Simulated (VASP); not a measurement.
Sc: single point with PBEsol

Sc:

```
Sc
1.0
     2.91161    0.00000    0.00000
     0.00000    2.91161    0.00000
     0.00000    0.00000    2.91161
Sc
1
Direct
  0.00000 0.00000 0.00000
```

```
Program             : VASP 6.6.1
Task                : single point
Functional          : PBEsol
Potentials or basis : VASP PAW PBE potentials, release 64 (Sc_sv)
Cutoff              : 520 eV
k mesh              : 18 × 18 × 18
Occupations         : gaussian, width 0.1 eV
Spin                : no spin polarisation
```

```json
{
 "Pressure": "0.0 GPa"
}
```

Levels at points of the mesh, in eV from the Fermi level:
```
           k point  band 1  band 2  band 3  band 4  band 5  band 6  band 7  band 8  band 9  band 10
(0.00, 0.00, 0.00)  -49.37  -27.78  -27.78  -27.78   -5.11   -0.56   -0.56    4.01    4.01     4.01
(0.50, 0.00, 0.00)  -49.29  -28.40  -27.73  -27.73   -1.68   -0.46    0.08    2.34    2.34     4.16
(0.50, 0.50, 0.00)  -49.21  -28.31  -28.31  -27.67   -1.88    0.25    2.72    2.72    3.89     3.89
(0.50, 0.50, 0.50)  -49.14  -28.23  -28.23  -28.23   -0.54   -0.54   -0.54    5.08    5.08     7.52
```

It took 15 s on 1 thread of Intel(R) Xeon(R) 6975P-C (Granite Rapids) (shared host), peak memory 0.18 GiB.

Caveat: the PAW data sets were made with another functional, which shifts forces and pressure a little.
